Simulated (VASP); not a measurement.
CuAu, 2 atoms in the cell. Symmetry: P4/mmm, No. 123, tetragonal system. Conventional cell: a = 2.800 Å, b = 2.800 Å, c = 3.670 Å, α = 90.00°, β = 90.00°, γ = 90.00°. Cu (site symmetry 4/mmm) has 8 Au at 2.70 Å and 4 Cu at 2.80 Å within 3.6 Å. Within 3.6 Å of Au (site symmetry 4/mmm) lie 8 Cu at 2.70 Å and 4 Au at 2.80 Å. 

| Property | Result |
| --- | --- |
| Program | VASP 6.6.1 |
| Task | single point |
| Functional | PBE |
| Potentials or basis | VASP PAW PBE potentials, release 64 (Cu, Au) |
| Cutoff | 520 eV |
| k mesh | 18 × 18 × 14 |
| Occupations | gaussian, width 0.15 eV |
| Spin | no spin polarisation |
| Dipole correction | no |
| Further INCAR settings | ALGO = Fast; EDIFF = 1e-06; NBANDS = 18 |

Potentials or basis: VASP PAW PBE potentials, release 64 (Cu, Au).

Run with:

```console
$ cat potpaw_PBE.64/Cu/POTCAR potpaw_PBE.64/Au/POTCAR > POTCAR
$ mpirun -np 1 vasp_std > vasp.out
```

Hardware: 1 thread of AMD EPYC 7R43 64-Core Processor (Zen 3) (shared host).

Task: Estimate the wall time of this run.

Result: It took 5.2 min on 1 thread of AMD EPYC 7R43 64-Core Processor (Zen 3), with other jobs on the host, peak memory 0.3 GiB. Counts: scf iterations 16, k points 440.
